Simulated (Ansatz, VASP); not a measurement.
## TePb in VASP and in Ansatz

File POSCAR:

```
TePb
1.0
    0.0000000000      3.2850000000      3.2850000000
    3.2850000000      0.0000000000      3.2850000000
    3.2850000000      3.2850000000      0.0000000000
Pb Te
1 1
Direct
    0.0052726052      0.0052726052      0.0052726052
    0.5000000000      0.5000000000      0.5000000000
```

INCAR.step1

```
SYSTEM = TePb
PREC     = Accurate       ! precision mode
ENCUT    = 520            ! plane-wave cutoff, eV
EDIFF    = 1E-5           ! SCF threshold, eV
ISMEAR   = -1             ! smearing method
SIGMA    = 0.05           ! smearing width, eV
LREAL    = .FALSE.        ! projectors in reciprocal space
LASPH    = .TRUE.         ! aspherical terms in the spheres
NELM     = 60             ! most SCF steps
ALGO     = Normal         ! electronic algorithm
ISIF     = 2              ! what is computed and relaxed
LWAVE    = .TRUE.         ! write WAVECAR
LCHARG   = .FALSE.        ! write CHGCAR
GGA      = PE             ! functional
NBANDS   = 17             ! bands
```

Contents of INCAR.step2:

```
SYSTEM = TePb
PREC     = Accurate       ! precision mode
ENCUT    = 520            ! plane-wave cutoff, eV
EDIFF    = 1E-6           ! SCF threshold, eV
ISMEAR   = -1             ! smearing method
SIGMA    = 0.05           ! smearing width, eV
LREAL    = .FALSE.        ! projectors in reciprocal space
LASPH    = .TRUE.         ! aspherical terms in the spheres
NELM     = 60             ! most SCF steps
ALGO     = Normal         ! electronic algorithm
ISIF     = 2              ! what is computed and relaxed
LWAVE    = .FALSE.        ! write WAVECAR
LCHARG   = .FALSE.        ! write CHGCAR
GGA      = PE             ! functional
LHFCALC  = .TRUE.         ! exact exchange
AEXX     = 0.25           ! exact-exchange fraction
PRECFOCK = Normal       
ISTART   = 1            
NBANDS   = 17             ! bands
```

Contents of KPOINTS:

```
Automatic mesh
0
G
  4 4 4
  0 0 0
```

Input for Ansatz:

```yaml
crystal:
  lattice:
    - [0.0, 3.285, 3.285]
    - [3.285, 0.0, 3.285]
    - [3.285, 3.285, 0.0]
  atoms:
    - { symbol: Pb, position: [0.0052726052, 0.0052726052, 0.0052726052] }
    - { symbol: Te, position: [0.5, 0.5, 0.5] }
kpoints:
  mp_grid: { grid: [4, 4, 4] }
hamiltonian:
  xc: pbe0
  pseudopotentials: { kind: paw }
scf:
  occupations: { method: fermi_dirac, width: 0.05 }
  convergence: { dr2_threshold: "1e-10 eV" }
  exx:
    energy_threshold: "2e-8 eV"
    singularity: { truncated: { radius: 10.270127 } }
output:
  forces: true
  stress: true
  eigenvalues: true
```

Alike in both runs: task single point; functional PBE0; k mesh 4 × 4 × 4; occupations fermi-dirac, width 0.05 eV; no spin polarisation.

|  | VASP | Ansatz |
| --- | --- | --- |
| version | VASP 6.6.1 | Ansatz 0.2.0 development build |
| potentials or method | VASP PAW PBE potentials, release 64 (Pb_d, Te) | plane waves, PAW datasets (generated soft set 1) |
| plane-wave cutoff (eV) | 520 | 420 |
| valence electrons in the cell | 20 | 30 |

VASP gave:

```
gap on the k mesh at the Fermi level (eV) : 1.85
rms of the force components (eV/Å)        : 0.026
```

Q: What did Ansatz give for the same quantities?

A: gap on the k mesh at the Fermi level (eV): 1.83; rms of the force components (eV/Å): 0.026.

Atom by atom the forces differ by 0.001 eV/Å (rms over components). With one functional, cell and mesh, what is left measures potentials, basis and numerics. VASP's potentials hold 20 valence electrons a cell and Ansatz's 30, so a difference there can come from the potentials and not from the codes.

Spin-orbit coupling is off throughout.
